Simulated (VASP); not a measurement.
# Ca3Sc (Pm-3m) in VASP: notebook, part 2 of 2

VASP 6.6.1. The steps go on from the part before.

## 3. Relaxation of cell and atoms, PBE

This run uses another cell than the first one, of 26.13 Å³/atom, 0.717 times its volume.

INCAR reads:

```
  ALGO = Normal
  EDIFF = 1E-7
  EDIFFG = -0.04
  ENCUT = 600
  GGA = PE
  IBRION = 2
  ISIF = 3
  ISMEAR = 0
  LASPH = T
  LCHARG = F
  LREAL = F
  LWAVE = F
  NELM = 100
  NSW = 90
  PREC = Accurate
  SIGMA = 0.1
```

KPOINTS reads:

```
k-points
0
Gamma
  4 4 4
```

POSCAR reads:

```
Ca3Sc
1.0
    4.7105251900      0.0000000000      0.0000000000
    0.0000000000      4.7105251900      0.0000000000
    0.0000000000      0.0000000000      4.7105251900
Ca Sc
3 1
Direct
    0.0000000000      0.5000000000      0.5000000000
    0.5000000000      0.0000000000      0.5000000000
    0.5000000000      0.5000000000      0.0000000000
    0.0000000000      0.0000000000      0.0000000000
```

Potentials or basis: VASP PAW PBE potentials, release 64 (Ca_sv, Sc_sv).

Launch:

```console
$ cat potpaw_PBE.64/Ca_sv/POTCAR potpaw_PBE.64/Sc_sv/POTCAR > POTCAR
$ mpirun -np 1 vasp_std > vasp.out
```

OUTCAR:

```text
EDIFF = 1E-7
   EDIFFG = -0.04
   ENCUT = 600
   GGA = PE
   IBRION = 2
   ISIF = 3
   ISMEAR = 0
   LASPH = T
   LREAL = F
   NELM = 100
   NSW = 90
   PREC = Accurate

 ion  position               nearest neighbor table
   1  0.000  0.500  0.500-
   2  0.500  0.000  0.500-
   3  0.500  0.500  0.000-
   4  0.000  0.000  0.000-

  LATTYP: Found a simple cubic cell.
 ALAT       =     4.7105251900

  Lattice vectors:

 A1 = (   4.7105251900,   0.0000000000,   0.0000000000)
 A2 = (   0.0000000000,   4.7105251900,   0.0000000000)
 A3 = (   0.0000000000,   0.0000000000,   4.7105251900)

Analysis of symmetry for initial positions (statically):
=====================================================================
 Subroutine PRICEL returns:
 Original cell was already a primitive cell.

 Routine SETGRP: Setting up the symmetry group for a
 simple cubic supercell.

 Subroutine GETGRP returns: Found 48 space group operations
 (whereof 48 operations were pure point group operations)
 out of a pool of 48 trial point group operations.

The static configuration has the point symmetry O_h .

Analysis of symmetry for dynamics (positions and initial velocities):
=====================================================================
 Subroutine PRICEL returns:
 Original cell was already a primitive cell.

 Routine SETGRP: Setting up the symmetry group for a
 simple cubic supercell.
[... 127 lines left out ...]
 Gauss-broadening in eV      SIGMA  =   0.10
  energy-cutoff  :      600.00
  volume of cell :      104.52
 maximum number of plane-waves:      3532
 NGX is ok and might be reduce to    40
   NGX = 19   NGY = 19   NGZ = 19

--------------------------------------- Ionic step        1  -------------------------------------------

 number of electron      40.9999996 magnetization

 Free energy of the ion-electron system (eV)
  ---------------------------------------------------
  ext. energy  EPLUGINS =         0.00000000
  ---------------------------------------------------
  free energy    TOTEN  =        -9.88788879 eV

  energy without entropy =       -9.84458827  energy(sigma->0) =       -9.86623853

 E-fermi :   4.0696     XC(G=0):  -9.4429

 val. band max:        3.9628020776   @ k =   0.5000   0.2500   0.2500
 cond. band min:       4.0702919731   @ k =   0.2500   0.2500   0.0000
 fundamental gap:      0.1074898955
 Fermi energy:         4.0696116145

 k-point     1 :       0.0000    0.0000    0.0000
  band No.  band energies     occupation
      1     -45.6881      2.00000
      2     -36.8104      2.00000
      3     -36.6999      2.00000
      4     -36.6999      2.00000
      5     -24.3482      2.00000
      6     -24.3482      2.00000
[... 372 lines left out ...]
--------------------------------------- Ionic step        4  -------------------------------------------

 number of electron      40.9999991 magnetization

 Free energy of the ion-electron system (eV)
  ---------------------------------------------------
  ext. energy  EPLUGINS =         0.00000000
  ---------------------------------------------------
  free energy    TOTEN  =       -11.28737950 eV

  energy without entropy =      -11.25411362  energy(sigma->0) =      -11.27074656

 E-fermi :   2.3203     XC(G=0):  -8.2115

 val. band max:        2.2250266116   @ k =   0.5000   0.2500   0.2500
 cond. band min:       2.3421128699   @ k =   0.5000   0.5000   0.5000
 fundamental gap:      0.1170862583
 Fermi energy:         2.3203297167

 k-point     1 :       0.0000    0.0000    0.0000
  band No.  band energies     occupation
      1     -48.3197      2.00000
      2     -39.3181      2.00000
      3     -39.2931      2.00000
      4     -39.2931      2.00000
      5     -26.9129      2.00000
      6     -26.9129      2.00000
[... 290 lines left out ...]
  FREE ENERGIE OF THE ION-ELECTRON SYSTEM (eV)
  ---------------------------------------------------
  free  energy   TOTEN  =       -11.2873794951 eV

  energy  without entropy=      -11.2541136244  energy(sigma->0) =      -11.27074656

 reached required accuracy - stopping structural energy minimisation
```

OSZICAR:

```text
N       E                     dE             d eps       ncg     rms          rms(c)
DAV:   1     0.530122902832E+03    0.53012E+03   -0.20714E+04   480   0.185E+03
DAV:   2     0.282573248200E+02   -0.50187E+03   -0.49862E+03   584   0.595E+02
DAV:   3    -0.678792894193E+01   -0.35045E+02   -0.34798E+02   808   0.132E+02
[... 72 lines left out ...]
DAV:   7    -0.112873815780E+02   -0.76975E-04   -0.59562E-04   672   0.166E-01    0.119E-02
DAV:   8    -0.112873812819E+02    0.29617E-06   -0.41020E-05   792   0.444E-02    0.467E-03
DAV:   9    -0.112873807960E+02    0.48592E-06   -0.17136E-06   520   0.707E-03    0.293E-03
DAV:  10    -0.112873795191E+02    0.12769E-05   -0.70438E-07   504   0.595E-03    0.469E-04
DAV:  11    -0.112873794951E+02    0.24022E-07   -0.61395E-08   328   0.237E-03
   4 F= -.11287379E+02 E0= -.11270747E+02  d E =-.139949E+01
```

CONTCAR:

```text
Ca3Sc
   1.00000000000000
     5.2873357952300255   -0.0000000000000000    0.0000000000000000
    -0.0000000000000000    5.2873357952300255   -0.0000000000000000
    -0.0000000000000000   -0.0000000000000000    5.2873357952300255
  Ca              Sc
     3     1
Direct
     0.0000000000000000    0.5000000000000000    0.5000000000000000
     0.5000000000000000    0.0000000000000000    0.5000000000000000
     0.5000000000000000    0.5000000000000000    0.0000000000000000
     0.0000000000000000    0.0000000000000000    0.0000000000000000

  0.00000000E+00  0.00000000E+00  0.00000000E+00
  0.00000000E+00  0.00000000E+00  0.00000000E+00
  0.00000000E+00  0.00000000E+00  0.00000000E+00
  0.00000000E+00  0.00000000E+00  0.00000000E+00
```

It took 2.6 min on 1 thread of Intel Xeon Platinum 8488C (Sapphire Rapids), shared host; peak memory 0.26 GiB.

What came out:

| Property | Result |
| --- | --- |
| Free energy | -11.2874 eV |
| Relaxed volume | 36.95 Å³/atom |
| Relaxed cell | a = 5.287 Å, b = 5.287 Å, c = 5.287 Å, α = 90.00°, β = 90.00°, γ = 90.00° |
| Space group after relaxing (to 0.05 Å) | Pm-3m (No. 221) |
| Energy gained by relaxing | 349.9 meV/atom |
| Ionic steps | 4 |
| Pressure after relaxing | 0.0 GPa |

Step by step:
```
step  energy change (eV)  largest force (eV/Å)  pressure (GPa)  volume (Å³)
   1              0.0000                0.0000           13.05       104.52
   2             -1.3697                0.0000            1.31       140.15
   3             -1.3959                0.0000           -0.42       150.48
   4             -1.3995                0.0000           -0.02       147.81
```

Final structure:
```cif
data_structure
_symmetry_space_group_name_H-M 'P 1'
_symmetry_Int_Tables_number 1
_cell_length_a 5.2873
_cell_length_b 5.2873
_cell_length_c 5.2873
_cell_angle_alpha 90.000
_cell_angle_beta 90.000
_cell_angle_gamma 90.000
_cell_volume 147.81
loop_
_atom_site_label
_atom_site_type_symbol
_atom_site_fract_x
_atom_site_fract_y
_atom_site_fract_z
_atom_site_occupancy
Ca1 Ca 0.00000 0.50000 0.50000 1
Ca2 Ca 0.50000 0.00000 0.50000 1
Ca3 Ca 0.50000 0.50000 0.00000 1
Sc1 Sc 0.00000 0.00000 0.00000 1
```

Levels at points of the mesh, in eV from the Fermi level:
```
           k point  band 18  band 19  band 20  band 21  band 22  band 23
(0.00, 0.00, 0.00)    -0.78    -0.78    -0.69     0.08     0.08     0.08
(0.50, 0.00, 0.00)    -2.74    -0.27     0.13     0.22     0.22     0.43
(0.50, 0.50, 0.00)    -1.53    -1.51    -1.51     0.34     0.34     0.52
(0.50, 0.50, 0.50)    -1.12    -1.12    -1.12    -0.11    -0.11    -0.11
```

Caveat: the volume moved by over 15 % at a fixed basis, so the end points are rough.
